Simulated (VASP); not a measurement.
Here is a VASP 6.6.1 calculation.

File INCAR:

```
SYSTEM = BeSe2
  ALGO = Normal
  EDIFF = 1E-6
  EDIFFG = -0.01
  ENCUT = 600
  GGA = PE
  IBRION = 2
  ISIF = 3
  ISMEAR = 0
  LASPH = .True.
  LCHARG = .False.
  LREAL = .False.
  LWAVE = .False.
  NELM = 60
  NSW = 100
  PREC = Accurate
  SIGMA = 0.02
```

Contents of KPOINTS:

```
k-points
0
Gamma
  6 6 6
  0 0 0
```

Contents of POSCAR:

```
BeSe2
1.0
    5.9248394530      0.0000000000      0.0000000000
    0.0000000000      5.9248394530      0.0000000000
    0.0000000000      0.0000000000      5.9248394530
Be Se
4 8
Direct
    0.5000000000      0.0000000000      0.5000000000
    0.0000000000      0.0000000000      0.0000000000
    0.5000000000      0.5000000000      0.0000000000
    0.0000000000      0.5000000000      0.5000000000
    0.6165736089      0.8834263911      0.1165736089
    0.3834263911      0.1165736089      0.8834263911
    0.6165736089      0.6165736089      0.6165736089
    0.3834263911      0.3834263911      0.3834263911
    0.8834263911      0.1165736089      0.6165736089
    0.1165736089      0.8834263911      0.3834263911
    0.1165736089      0.6165736089      0.8834263911
    0.8834263911      0.3834263911      0.1165736089
```

Potentials or basis: VASP PAW PBE potentials, release 64 (Be, Se).

Launch:

```console
$ cat potpaw_PBE.64/Be/POTCAR potpaw_PBE.64/Se/POTCAR > POTCAR
$ mpirun -np 1 vasp_std > vasp.out
```

(1) What does it give for the space group after relaxing (to 0.1 Å)?

(2) Predict the relaxed cell.

(3) Predict the band gap on the k mesh.

Results:

(1) Pa-3 (No. 205).

(2) a = 5.941 Å, b = 5.941 Å, c = 5.941 Å, α = 90.00°, β = 90.00°, γ = 90.00°.

(3) 0.74 eV.
